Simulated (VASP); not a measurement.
Here is a VASP 6.6.1 calculation.

The input POSCAR:

```
Pt
1.0
   -1.5909888765      1.5909888765      1.5273493214
    1.5909888765     -1.5909888765      1.5273493214
    1.5909888765      1.5909888765     -1.5273493214
Pt
1
Direct
    0.0000000000      0.0000000000      0.0000000000
```

INCAR.step1

```
SYSTEM = Pt
PREC = Accurate
ENCUT = 520
ISMEAR = 0
SIGMA = 0.15
LREAL = .FALSE.
LASPH = .TRUE.
NELM = 100
NBANDS = 11
GGA = PE
ALGO = Normal
EDIFF = 1E-4
LWAVE = .TRUE.
LCHARG = .FALSE.
```

Contents of INCAR.step2:

```
SYSTEM = Pt
PREC = Accurate
ENCUT = 520
EDIFF = 1E-7
ISMEAR = 0
SIGMA = 0.15
LREAL = .FALSE.
LASPH = .TRUE.
NELM = 100
ALGO = Normal
ISIF = 2
LWAVE = .FALSE.
LCHARG = .FALSE.
METAGGA = R2SCAN
LMIXTAU = .TRUE.
NBANDS = 11
ISTART = 1
```

Contents of KPOINTS:

```
regular mesh
0
G
  30 30 30
  0 0 0
```

Potentials or basis: VASP PAW PBE potentials, release 64 (Pt).

Run with:

```console
$ cat potpaw_PBE.64/Pt/POTCAR > POTCAR
$ cp INCAR.step1 INCAR
$ mpirun -np 1 vasp_std > vasp.out
$ cp INCAR.step2 INCAR
$ mpirun -np 1 vasp_std > vasp.out
```

Predict the band gap on the k mesh.

zero (bands 5 and 6 overlap by 2.40 eV).

What does it give for the pressure?

0.8 GPa.

Stress tensor (GPa, compression positive):
```
 2.12  0.00  0.00
 0.00  2.12  0.00
 0.00  0.00 -1.98
```

Caveat: the PAW data sets were made with another functional, which shifts forces and pressure a little; spin-orbit coupling is left out, which moves the levels of the heavy elements.
